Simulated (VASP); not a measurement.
Input of a VASP 6.6.1 run:

The input INCAR:

```
SYSTEM = Te
ALGO = Normal ; EDIFF = 1E-7
ENCUT = 520 ; GGA = PS
ISIF = 2 ; ISMEAR = -1
LASPH = .True. ; LCHARG = .False.
LREAL = .False. ; LWAVE = .False.
NBANDS = 13 ; NELM = 60
PREC = Accurate ; SIGMA = 0.13605693000000002
```

File KPOINTS:

```
k-points
0
Gamma
  8 8 8
  0 0 0
```

The input POSCAR:

```
Te
1.0
    0.0000000000      3.5282609865      3.5282609865
    3.5282609865      0.0000000000      3.5282609865
    3.5282609865      3.5282609865      0.0000000000
Te
2
Direct
    0.0000000000      0.0000000000      0.0000000000
    0.2500000000      0.2500000000      0.2500000000
```

Potentials or basis: VASP PAW PBE potentials, release 64 (Te).

The run is started by

```bash
$ cat potpaw_PBE.64/Te/POTCAR > POTCAR
$ mpirun -np 1 vasp_std > vasp.out
```

Problem. What does it give for the pressure?

Solution. 0.1 GPa.

Problem. Estimate the band gap on the k mesh.

Solution. Zero (band 6 reaches 3.86 eV, above the bottom of band 7 at 2.88 eV).

Caveat: the PAW data sets were made with another functional, which shifts forces and pressure a little; spin-orbit coupling is left out, which moves the levels of the heavy elements.
